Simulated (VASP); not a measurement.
# Fe (Im-3m) in VASP: further runs

The runs below take Fe through relaxation of cell and atoms, with LDA.

Program: VASP 6.6.1. These are calculated values, not measurements. Logs are shortened: lines on timing, memory, paths and dates and some standing lists are left out, and cuts for length are marked.

## Step 1: The cell of the first run

The structure is cubic, space group Im-3m (No. 229). Conventional cell: a = 2.662 Å, b = 2.662 Å, c = 2.662 Å, α = 90.00°, β = 90.00°, γ = 90.00°. Within 3.0 Å of Fe (site symmetry m-3m) lie 14 Fe at 2.31 to 2.66 Å.

## Step 2: Relaxation of cell and atoms, LDA, collinear spin, ferromagnetic start, target pressure 31 GPa, at which the enthalpy is minimised

INCAR reads:

```
SYSTEM = Fe
ALGO     = Normal         ! electronic algorithm
EDIFF    = 1E-6           ! SCF threshold, eV
EDIFFG   = -0.005         ! ionic threshold
ENCUT    = 600            ! plane-wave cutoff, eV
GGA      = CA             ! functional
IBRION   = 2              ! ionic algorithm
ISIF     = 3              ! what is computed and relaxed
ISMEAR   = -1             ! smearing method
ISPIN    = 2              ! spin polarisation
LASPH    = .True.         ! aspherical terms in the spheres
LCHARG   = .False.        ! write CHGCAR
LMAXMIX  = 4              ! l up to which the mixer works
LORBIT   = 11             ! projections on sites
LREAL    = .False.        ! projectors in reciprocal space
LWAVE    = .False.        ! write WAVECAR
MAGMOM   = 2.5            ! initial moments
NELM     = 150            ! most SCF steps
NSW      = 60             ! ionic steps
PREC     = Accurate       ! precision mode
PSTRESS  = 310.0        
SIGMA    = 0.05           ! smearing width, eV
```

KPOINTS reads:

```
k-points
0
Gamma
  20 20 20
  0 0 0
```

POSCAR reads:

```
Fe
1.0
   -1.3312184847      1.3312184847      1.3312184847
    1.3312184847     -1.3312184847      1.3312184847
    1.3312184847      1.3312184847     -1.3312184847
Fe
1
Direct
    0.0000000000      0.0000000000      0.0000000000
```

Potentials or basis: VASP PAW LDA potentials, release 64 (Fe).

Command:

```sh
cat potpaw_LDA.64/Fe/POTCAR > POTCAR
mpirun -np 1 vasp_std > vasp.out
```

OUTCAR:

```text
SYSTEM = Fe
   EDIFF = 1E-6
   EDIFFG = -0.005
   ENCUT = 600
   GGA = CA
   IBRION = 2
   ISIF = 3
   ISMEAR = -1
   ISPIN = 2
   LASPH = .True.
   LORBIT = 11
   LREAL = .False.
   NELM = 150
   NSW = 60
   PREC = Accurate
   PSTRESS = 310.0

 ion  position               nearest neighbor table
   1  0.000  0.000  0.000-

  LATTYP: Found a body centered cubic cell.
 ALAT       =     2.6624369694

  Lattice vectors:

 A1 = (  -1.3312184847,   1.3312184847,   1.3312184847)
 A2 = (   1.3312184847,  -1.3312184847,   1.3312184847)
 A3 = (   1.3312184847,   1.3312184847,  -1.3312184847)

Analysis of symmetry for initial positions (statically):
=====================================================================
 Subroutine PRICEL returns:
 Original cell was already a primitive cell.

 Routine SETGRP: Setting up the symmetry group for a
 body centered cubic supercell.

 Subroutine GETGRP returns: Found 48 space group operations
 (whereof 48 operations were pure point group operations)
 out of a pool of 48 trial point group operations.

The static configuration has the point symmetry O_h .

Analysis of symmetry for dynamics (positions and initial velocities):
=====================================================================
 Subroutine PRICEL returns:
 Original cell was already a primitive cell.

 Routine SETGRP: Setting up the symmetry group for a
 body centered cubic supercell.

 Subroutine GETGRP returns: Found 48 space group operations
 (whereof 48 operations were pure point group operations)
 out of a pool of 48 trial point group operations.

The dynamic configuration has the point symmetry O_h .

Analysis of structural, dynamic, and magnetic symmetry:
=====================================================================
 Subroutine PRICEL returns:
 Original cell was already a primitive cell.

 Routine SETGRP: Setting up the symmetry group for a
 body centered cubic supercell.

 Subroutine GETGRP returns: Found 48 space group operations
 (whereof 48 operations were pure point group operations)
 out of a pool of 48 trial point group operations.

The overall configuration has the point symmetry O_h .

 Subroutine INISYM returns: Found 48 space group operations
 (whereof 48 operations are pure point group operations),
 and found     1 'primitive' translations

----------------------------------------------------------------------------------------

                                     Primitive cell

  volume of cell :       9.4364

[... 100 lines left out ...]
   EFERMI =   0.00;   METHOD = LEGACY
   ISMEAR =    -1;   SIGMA  =   0.05  broadening in eV -4-tet -1-fermi 0-gaus
   EFERMI_NEDOS =   21; number of points for ismear=-14 and -15
   IALGO  =     38    algorithm
   IMIX   =      4    mixing-type and parameters
     AMIX     =   0.40;   BMIX     =  1.00
     AMIX_MAG =   1.60;   BMIX_MAG =  1.00
  volume/ion in A,a.u.               =       9.44        63.68
  Fermi-wavevector in a.u.,A,eV,Ry     =   1.549419  2.927977 32.663488  2.400699
  Thomas-Fermi vector in A             =   2.654228
   LORBIT       =     11    0 simple, 1 ext, 2 COOP (PROOUT), +10 PAW based schemes
   GGA     = CA    functional components
   LHFCALC =     F    Hartree Fock is set to
   AEXX    =    0.0000 exact exchange contribution
   IVDW    =     0    specifies the selected vdW correction
   LEPSILON=     F    determine dielectric tensor
   LRPA    =     F    only Hartree local field effects (RPA)
 conjugate gradient relaxation of ions
 spin polarized calculation
  energy-cutoff  :      600.00
  volume of cell :        9.44
 maximum number of plane-waves:       329
   NGX =  9   NGY =  9   NGZ =  9

--------------------------------------- Ionic step        1  -------------------------------------------

 number of electron       8.0000008 magnetization       1.7796102

 Free energy of the ion-electron system (eV)
  ---------------------------------------------------
  ext. energy  EPLUGINS =         0.00000000
  ---------------------------------------------------
  free energy    TOTEN  =        -9.14805043 eV

  energy without entropy =       -9.13802040  energy(sigma->0) =       -9.14303541

------------------------ aborting loop because EDIFF is reached ----------------------------------------

  FORCE on cell =-STRESS in cart. coord.  units (eV):
  Direction    XX          YY          ZZ          XY          YZ          ZX
  --------------------------------------------------------------------------------------
  -------------------------------------------------------------------------------------
  Total        1.7501731      1.7501731      1.7501731     -0.0000000     -0.0000000     -0.0000000
  in kB      297.1553620    297.1553620    297.1553620     -0.0000000     -0.0000000     -0.0000000
  external PRESSURE =     -12.8446380 kB  Pullay stress =     310.0000000 kB
[... 61 lines left out ...]
--------------------------------------- Ionic step        3  -------------------------------------------

 number of electron       8.0000007 magnetization       1.7708977

 Free energy of the ion-electron system (eV)
  ---------------------------------------------------
  ext. energy  EPLUGINS =         0.00000000
  ---------------------------------------------------
  free energy    TOTEN  =        -9.14219105 eV

  energy without entropy =       -9.13201425  energy(sigma->0) =       -9.13710265

 E-fermi :   7.9572     XC(G=0): -14.5138

 val. band max:        7.9547448728   @ k =   0.1500   0.1500   0.0500
 cond. band min:       7.9585443269   @ k =  -0.3500  -0.4500   0.1500
 fundamental gap:      0.0037994542
 Fermi energy:         7.9571901651

 spin component 1

 k-point     1 :       0.0000    0.0000    0.0000
  band No.  band energies     occupation
      1      -1.7658      1.00000
      2       5.2159      1.00000
      3       5.2159      1.00000
      4       5.2159      1.00000
      5       7.0288      1.00000
      6       7.0288      1.00000
      7      34.5987      0.00000
      8      34.5987      0.00000
      9      34.5987      0.00000
[... 265 lines left out ...]
 k-point    24 :       0.2500    0.1000    0.0000
  band No.  band energies     occupation
      1       1.7085      1.00000
      2       4.2308      1.00000
      3       4.8781      1.00000
      4       6.7383      1.00000
      5       7.3045      1.00000
      6       7.9094      0.72243
      7      23.6658      0.00000
      8      28.1529      0.00000
      9      32.6544      0.00000

 [... further k-points ...]

 spin component 2

 k-point     1 :       0.0000    0.0000    0.0000
  band No.  band energies     occupation
      1      -1.3905      1.00000
      2       6.6380      1.00000
      3       6.6380      1.00000
      4       6.6380      1.00000
      5       8.9703      0.00000
      6       8.9703      0.00000
      7      34.7942      0.00000
      8      34.7942      0.00000
      9      34.7942      0.00000
[... 308 lines left out ...]
  energy  without entropy=       -9.1320142506  energy(sigma->0) =       -9.13710265

  enthalpy is  TOTEN    =        -7.3223531153 eV   P V=        1.8198379367

 reached required accuracy - stopping structural energy minimisation

 total charge

# of ion       s       p       d       tot
------------------------------------------
    1        0.577   0.721   6.447   7.745

 magnetization (x)

# of ion       s       p       d       tot
------------------------------------------
    1       -0.008  -0.030   1.769   1.731
```

Run time: 2.2 min. Hardware: 1 thread of Intel Xeon 8259CL, shared host; peak memory 0.16 GiB.

What came out:

```
Free energy                                                : -9.1422 eV
Relaxed volume                                             : 9.41 Å³/atom
Relaxed cell                                               : a = 2.303 Å, b = 2.303 Å, c = 2.303 Å, α = 109.47°, β = 109.47°, γ = 109.47°
Space group after relaxing (to 0.1 Å)                      : Im-3m (No. 229)
Energy change on relaxing (the run minimises the enthalpy) : +5.9 meV/atom
Ionic steps                                                : 3
Pressure after relaxing                                    : 31.0 GPa
Net moment                                                 : 1.77 μB per cell
Site moments                                               : Fe +1.73 μB
Valence electrons inside the program's atomic spheres      : Fe 7.75
```

The path:
| step | energy change (eV) | largest force (eV/Å) | pressure (GPa) | volume (Å³) |
| --- | --- | --- | --- | --- |
| 1 | 0.0000 | 0.0000 | 29.72 | 9.44 |
| 2 | 0.0204 | 0.0000 | 33.75 | 9.33 |
| 3 | 0.0059 | 0.0000 | 31.04 | 9.41 |

Final structure:
```xyz
1
Lattice="-1.3298 1.3298 1.3298 1.3298 -1.3298 1.3298 1.3298 1.3298 -1.3298" Properties=species:S:1:pos:R:3 pbc="T T T"
Fe    0.0000    0.0000    0.0000
```

Caveat: the cell is relaxed towards a set pressure, so the run minimises the enthalpy, not the energy.

## Step 3: Relaxation of cell and atoms, LDA, collinear spin, ferromagnetic start, target pressure 31 GPa, at which the enthalpy is minimised

INCAR reads:

```
SYSTEM = Fe
  ALGO = Normal
  EDIFF = 1E-7
  EDIFFG = -0.005
  ENCUT = 600
  IBRION = 2
  ISIF = 3
  ISMEAR = -1
  ISPIN = 2
  LASPH = .TRUE.
  LCHARG = .FALSE.
  LMAXMIX = 4
  LORBIT = 11
  LREAL = .FALSE.
  LWAVE = .FALSE.
  MAGMOM = 2.5
  NELM = 150
  NSW = 32
  PREC = Accurate
  PSTRESS = 310.0
  SIGMA = 0.05
```

KPOINTS reads:

```
k-points
0
G
  20 20 20
  0 0 0
```

POSCAR reads:

```
Fe
1.0
   -1.3315780440      1.3315780440      1.3315780440
    1.3315780440     -1.3315780440      1.3315780440
    1.3315780440      1.3315780440     -1.3315780440
Fe
1
Direct
    0.0000000000      0.0000000000      0.0000000000
```

Potentials or basis: VASP PAW LDA potentials, release 64 (Fe).

Command:

```sh
cat potpaw_LDA.64/Fe/POTCAR > POTCAR
mpirun -np 1 vasp_std > vasp.out
```

Run time: 2.4 min. Hardware: 1 thread of Intel Xeon 8259CL, shared host; peak memory 0.16 GiB.

The run converged. Its results:

```
Free energy                                                : -9.1421 eV
Relaxed volume                                             : 9.41 Å³/atom
Relaxed cell                                               : a = 2.303 Å, b = 2.303 Å, c = 2.303 Å, α = 109.47°, β = 109.47°, γ = 109.47°
Space group after relaxing (to 0.1 Å)                      : Im-3m (No. 229)
Energy change on relaxing (the run minimises the enthalpy) : +7.3 meV/atom
Ionic steps                                                : 3
Pressure after relaxing                                    : 31.0 GPa
Net moment                                                 : 1.77 μB per cell
Site moments                                               : Fe +1.73 μB
Valence electrons inside the program's atomic spheres      : Fe 7.75
```

The path:
```
step  energy change (eV)  largest force (eV/Å)  pressure (GPa)  volume (Å³)
   1              0.0000                0.0000           29.41         9.44
   2              0.0254                0.0000           34.49         9.32
   3              0.0073                0.0000           31.01         9.41
```

Final structure:
```yaml
crystal:
  lattice:
    - [-1.32975, 1.32975, 1.32975]
    - [1.32975, -1.32975, 1.32975]
    - [1.32975, 1.32975, -1.32975]
  atoms:
    - { symbol: Fe, position: [0.00000, 0.00000, 0.00000] }
```

Levels at points of the mesh, in eV from the Fermi level:
Spin up:
```tsv
k point	band 2	band 3	band 4	band 5	band 6	band 7	band 8	band 9
(0.00, 0.00, 0.00)	-2.74	-2.74	-2.74	-0.93	-0.93	26.64	26.64	26.64
(0.50, 0.00, 0.00)	-4.22	-0.87	-0.64	0.37	0.90	9.22	19.79	23.20
(0.50, 0.50, 0.50)	-6.10	0.53	0.53	0.53	11.20	11.20	11.20	17.78
```
Spin down:
| k point | band 1 | band 2 | band 3 | band 4 | band 5 | band 6 | band 7 | band 8 |
| --- | --- | --- | --- | --- | --- | --- | --- | --- |
| (0.00, 0.00, 0.00) | -9.35 | -1.32 | -1.32 | -1.32 | 1.01 | 1.01 | 26.84 | 26.84 |
| (0.50, 0.00, 0.00) | -5.10 | -2.94 | 0.76 | 0.94 | 1.35 | 2.56 | 10.36 | 20.10 |
| (0.50, 0.50, 0.50) | -4.79 | -4.79 | 2.16 | 2.16 | 2.16 | 11.65 | 11.65 | 11.65 |

Caveat: the cell is relaxed towards a set pressure, so the run minimises the enthalpy, not the energy.
